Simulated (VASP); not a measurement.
# Cs2YTlF6 (Fm-3m) in VASP: notebook, part 2 of 2

VASP 6.6.1. The steps go on from the part before.

### 3 Relaxation of cell and atoms, LDA

This run uses another cell than the first one, of 22.29 Å³/atom.

Input file INCAR:

```
  PREC = Accurate
  ENCUT = 600
  EDIFF = 1E-6
  ISMEAR = 0
  SIGMA = 0.01
  LREAL = F
  LASPH = T
  NELM = 60
  ALGO = Normal
  ISIF = 3
  LWAVE = F
  LCHARG = F
  GGA = CA
  IBRION = 2
  NSW = 80
  EDIFFG = -0.01
```

Input file KPOINTS:

```
Automatic mesh
0
Gamma
  4 4 4
```

Input file POSCAR:

```
Cs2YTlF6
1.0
    0.0000000000      4.8125310000      4.8125310000
    4.8125310000      0.0000000000      4.8125310000
    4.8125310000      4.8125310000      0.0000000000
Cs Y Tl F
2 1 1 6
Direct
    0.7500000000      0.7500000000      0.7500000000
    0.2500000000      0.2500000000      0.2500000000
    0.0000000000      0.0000000000      0.0000000000
    0.5000000000      0.5000000000      0.5000000000
    0.7752500000      0.2247500000      0.2247500000
    0.2247500000      0.2247500000      0.7752500000
    0.2247500000      0.7752500000      0.7752500000
    0.2247500000      0.7752500000      0.2247500000
    0.7752500000      0.2247500000      0.7752500000
    0.7752500000      0.7752500000      0.2247500000
```

Potentials or basis: VASP PAW LDA potentials, release 64 (Cs_sv, Y_sv, Tl_d, F).

Launch:

```bash
cat potpaw_LDA.64/Cs_sv/POTCAR potpaw_LDA.64/Y_sv/POTCAR potpaw_LDA.64/Tl_d/POTCAR potpaw_LDA.64/F/POTCAR > POTCAR
mpirun -np 1 vasp_std > vasp.out
```

OUTCAR:

```text
PREC = Accurate
   ENCUT = 600
   EDIFF = 1E-6
   ISMEAR = 0
   LREAL = F
   LASPH = T
   NELM = 60
   ISIF = 3
   GGA = CA
   IBRION = 2
   NSW = 80
   EDIFFG = -0.01

 ion  position               nearest neighbor table
   1  0.750  0.750  0.750-
   2  0.250  0.250  0.250-
   3  0.000  0.000  0.000-   5 2.16   6 2.16   7 2.16   8 2.16   9 2.16  10 2.16
   4  0.500  0.500  0.500-   5 2.65   6 2.65   7 2.65   8 2.65   9 2.65  10 2.65
   5  0.775  0.225  0.225-   3 2.16   4 2.65
   6  0.225  0.225  0.775-   3 2.16   4 2.65
   7  0.225  0.775  0.775-   3 2.16   4 2.65
   8  0.225  0.775  0.225-   3 2.16   4 2.65
   9  0.775  0.225  0.775-   3 2.16   4 2.65
  10  0.775  0.775  0.225-   3 2.16   4 2.65

  LATTYP: Found a face centered cubic cell.
 ALAT       =     9.6250620000

  Lattice vectors:

 A1 = (   0.0000000000,   4.8125310000,   4.8125310000)
 A2 = (   4.8125310000,   0.0000000000,   4.8125310000)
 A3 = (   4.8125310000,   4.8125310000,   0.0000000000)

Analysis of symmetry for initial positions (statically):
=====================================================================
 Subroutine PRICEL returns:
 Original cell was already a primitive cell.

 Routine SETGRP: Setting up the symmetry group for a
 face centered cubic supercell.

 Subroutine GETGRP returns: Found 48 space group operations
 (whereof 48 operations were pure point group operations)
 out of a pool of 48 trial point group operations.

The static configuration has the point symmetry O_h .

Analysis of symmetry for dynamics (positions and initial velocities):
=====================================================================
 Subroutine PRICEL returns:
 Original cell was already a primitive cell.

 Routine SETGRP: Setting up the symmetry group for a
 face centered cubic supercell.

 Subroutine GETGRP returns: Found 48 space group operations
 (whereof 48 operations were pure point group operations)
 out of a pool of 48 trial point group operations.

The dynamic configuration has the point symmetry O_h .

[... 97 lines left out ...]
   EDIFF  = 0.1E-05   stopping-criterion for ELM
   LREAL  =      F    real-space projection
   EDIFFG = -.1E-01   stopping-criterion for IOM
   NSW    =     80    number of steps for IOM
   IBRION =      2    ionic relax: 0-MD 1-quasi-New 2-CG
   NFREE  =      1    steps in history (QN), initial steepest desc. (CG)
   ISIF   =      3    stress and relaxation
   ISYM   =      2    0-nonsym 1-usesym 2-fastsym
   POTIM  = 0.5000    time-step for ionic-motion
   TEBEG  =    0.0;   TEEND  =   0.0 temperature during run
   PSTRESS=    0.0 pullay stress
   NELECT =      84.0000    total number of electrons
   NUPDOWN=      -1.0000    fix difference up-down
   EMIN   =  10.00;   EMAX   =-10.00  energy-range for DOS
   EFERMI =   0.00;   METHOD = LEGACY
   ISMEAR =     0;   SIGMA  =   0.01  broadening in eV -4-tet -1-fermi 0-gaus
   EFERMI_NEDOS =   21; number of points for ismear=-14 and -15
   IALGO  =     38    algorithm
   IMIX   =      4    mixing-type and parameters
     AMIX     =   0.40;   BMIX     =  1.00
     AMIX_MAG =   1.60;   BMIX_MAG =  1.00
  volume/ion in A,a.u.               =      22.29       150.43
  Fermi-wavevector in a.u.,A,eV,Ry     =   1.182454  2.234515 19.023643  1.398198
  Thomas-Fermi vector in A             =   2.318708
   LORBIT       =      0    0 simple, 1 ext, 2 COOP (PROOUT), +10 PAW based schemes
   GGA     = CA    functional components
   LHFCALC =     F    Hartree Fock is set to
   AEXX    =    0.0000 exact exchange contribution
   IVDW    =     0    specifies the selected vdW correction
   LEPSILON=     F    determine dielectric tensor
   LRPA    =     F    only Hartree local field effects (RPA)
 conjugate gradient relaxation of ions
 non-spin polarized calculation
 Gauss-broadening in eV      SIGMA  =   0.01
  energy-cutoff  :      600.00
  volume of cell :      222.92
 maximum number of plane-waves:      7462
   NGX = 27   NGY = 27   NGZ = 27

--------------------------------------- Ionic step        1  -------------------------------------------

 number of electron      84.0000010 magnetization

 Free energy of the ion-electron system (eV)
  ---------------------------------------------------
  ext. energy  EPLUGINS =         0.00000000
  ---------------------------------------------------
  free energy    TOTEN  =       -56.88926196 eV

  energy without entropy =      -56.88926196  energy(sigma->0) =      -56.88926196

 E-fermi :  -0.2525     XC(G=0):  -9.0552

 val. band max:       -0.3332422334   @ k =   0.5000   0.0000   0.0000
 cond. band min:       4.2509104218   @ k =   0.2500   0.2500   0.0000
 fundamental gap:      4.5841526552
 Fermi energy:        -0.2525157253

 k-point     1 :       0.0000    0.0000    0.0000
  band No.  band energies     occupation
      1     -39.7846      2.00000
      2     -21.9932      2.00000
      3     -21.9932      2.00000
      4     -21.9932      2.00000
      5     -21.1071      2.00000
      6     -21.0101      2.00000
[... 588 lines left out ...]
--------------------------------------- Ionic step        5  -------------------------------------------

 number of electron      83.9999960 magnetization

 Free energy of the ion-electron system (eV)
  ---------------------------------------------------
  ext. energy  EPLUGINS =         0.00000000
  ---------------------------------------------------
  free energy    TOTEN  =       -57.04561797 eV

  energy without entropy =      -57.04561797  energy(sigma->0) =      -57.04561797

 E-fermi :   0.6905     XC(G=0):  -9.4279

 val. band max:        0.5926100118   @ k =   0.5000   0.0000   0.0000
 cond. band min:       4.9515046382   @ k =   0.2500   0.2500   0.0000
 fundamental gap:      4.3588946265
 Fermi energy:         0.6904835015

 k-point     1 :       0.0000    0.0000    0.0000
  band No.  band energies     occupation
      1     -39.1623      2.00000
      2     -21.7619      2.00000
      3     -21.7619      2.00000
      4     -21.7619      2.00000
      5     -20.8829      2.00000
      6     -20.7750      2.00000
[... 450 lines left out ...]
  FREE ENERGIE OF THE ION-ELECTRON SYSTEM (eV)
  ---------------------------------------------------
  free  energy   TOTEN  =       -57.0456179732 eV

  energy  without entropy=      -57.0456179732  energy(sigma->0) =      -57.04561797

 reached required accuracy - stopping structural energy minimisation
```

CONTCAR:

```text
Cs2YTlF6
   1.00000000000000
    -0.0000000000000000    4.6883448641676688    4.6883448641676688
     4.6883448641676688   -0.0000000000000000    4.6883448641676688
     4.6883448641676688    4.6883448641676688   -0.0000000000000000
  Cs              Y               Tl              F
     2     1     1     6
Direct
     0.7500000000000000    0.7500000000000000    0.7500000000000000
     0.2500000000000000    0.2500000000000000    0.2500000000000000
     0.0000000000000000    0.0000000000000000    0.0000000000000000
     0.5000000000000000    0.5000000000000000    0.5000000000000000
     0.7729015180788533    0.2270984819211466    0.2270984819211466
     0.2270984819211466    0.2270984819211466    0.7729015180788533
     0.2270984819211466    0.7729015180788533    0.7729015180788533
     0.2270984819211466    0.7729015180788533    0.2270984819211466
     0.7729015180788533    0.2270984819211466    0.7729015180788533
     0.7729015180788533    0.7729015180788533    0.2270984819211466

  0.00000000E+00  0.00000000E+00  0.00000000E+00
  0.00000000E+00  0.00000000E+00  0.00000000E+00
  0.00000000E+00  0.00000000E+00  0.00000000E+00
  0.00000000E+00  0.00000000E+00  0.00000000E+00
  0.00000000E+00  0.00000000E+00  0.00000000E+00
  0.00000000E+00  0.00000000E+00  0.00000000E+00
  0.00000000E+00  0.00000000E+00  0.00000000E+00
  0.00000000E+00  0.00000000E+00  0.00000000E+00
  0.00000000E+00  0.00000000E+00  0.00000000E+00
  0.00000000E+00  0.00000000E+00  0.00000000E+00
```

It took 9.4 min on 1 thread of Intel Xeon Platinum 8259CL at 2.50GHz (Skylake/Cascade Lake), shared host; peak memory 0.38 GiB.

Results:

```
Free energy                           : -57.0456 eV
Relaxed volume                        : 20.61 Å³/atom
Relaxed cell                          : a = 6.630 Å, b = 6.630 Å, c = 6.630 Å, α = 60.00°, β = 60.00°, γ = 60.00°
Space group after relaxing (to 0.1 Å) : Fm-3m (No. 225)
Energy gained by relaxing             : 15.6 meV/atom
Ionic steps                           : 5
Pressure after relaxing               : 0.1 GPa
Largest force after relaxing          : 0.003 eV/Å
Band gap on the k mesh                : 4.36 eV (least direct gap 4.73 eV)
```

Forces in eV/Å, atoms in the order of the input:
```
Cs   0.000  0.000  0.000
Cs   0.000  0.000  0.000
Y    0.000  0.000  0.000
Tl   0.000  0.000  0.000
F    0.003  0.000  0.000
F    0.000  0.000  0.003
F   -0.003  0.000  0.000
F    0.000  0.003  0.000
F    0.000 -0.003  0.000
F    0.000  0.000 -0.003
```

The path:
| step | energy change (eV) | largest force (eV/Å) | pressure (GPa) | volume (Å³) |
| --- | --- | --- | --- | --- |
| 1 | 0.0000 | 0.1426 | -2.98 | 222.92 |
| 2 | -0.1213 | 0.4165 | 0.08 | 209.80 |
| 3 | -0.1222 | 0.3692 | -0.20 | 210.78 |
| 4 | -0.1506 | 0.1585 | -0.06 | 208.06 |
| 5 | -0.1564 | 0.0035 | 0.07 | 206.11 |

Final structure:
```cif
data_structure
_symmetry_space_group_name_H-M 'P 1'
_symmetry_Int_Tables_number 1
_cell_length_a 6.6303
_cell_length_b 6.6303
_cell_length_c 6.6303
_cell_angle_alpha 60.000
_cell_angle_beta 60.000
_cell_angle_gamma 60.000
_cell_volume 206.11
loop_
_atom_site_label
_atom_site_type_symbol
_atom_site_fract_x
_atom_site_fract_y
_atom_site_fract_z
_atom_site_occupancy
Cs1 Cs 0.75000 0.75000 0.75000 1
Cs2 Cs 0.25000 0.25000 0.25000 1
Y1 Y 0.00000 0.00000 0.00000 1
Tl1 Tl 0.50000 0.50000 0.50000 1
F1 F 0.77290 0.22710 0.22710 1
F2 F 0.22710 0.22710 0.77290 1
F3 F 0.22710 0.77290 0.77290 1
F4 F 0.22710 0.77290 0.22710 1
F5 F 0.77290 0.22710 0.77290 1
F6 F 0.77290 0.77290 0.22710 1
```

Levels at points of the mesh, in eV from the valence-band top:
| k point | band 38 | band 39 | band 40 | band 41 | band 42 | band 43 | band 44 | band 45 | band 46 | band 47 |
| --- | --- | --- | --- | --- | --- | --- | --- | --- | --- | --- |
| (0.00, 0.00, 0.00) | -2.89 | -2.67 | -2.67 | -2.67 | -0.65 | 4.90 | 4.90 | 4.90 | 5.11 | 5.36 |
| (0.50, 0.00, 0.00) | -2.78 | -2.76 | -2.66 | -2.66 | 0.00 | 4.76 | 5.05 | 5.05 | 6.25 | 6.44 |
| (0.50, 0.50, 0.00) | -2.96 | -2.81 | -2.81 | -2.68 | -0.62 | 4.74 | 5.88 | 5.88 | 6.09 | 6.23 |

Caveat: spin-orbit coupling is left out, which moves the levels of the heavy elements. A k mesh can miss the band edges.
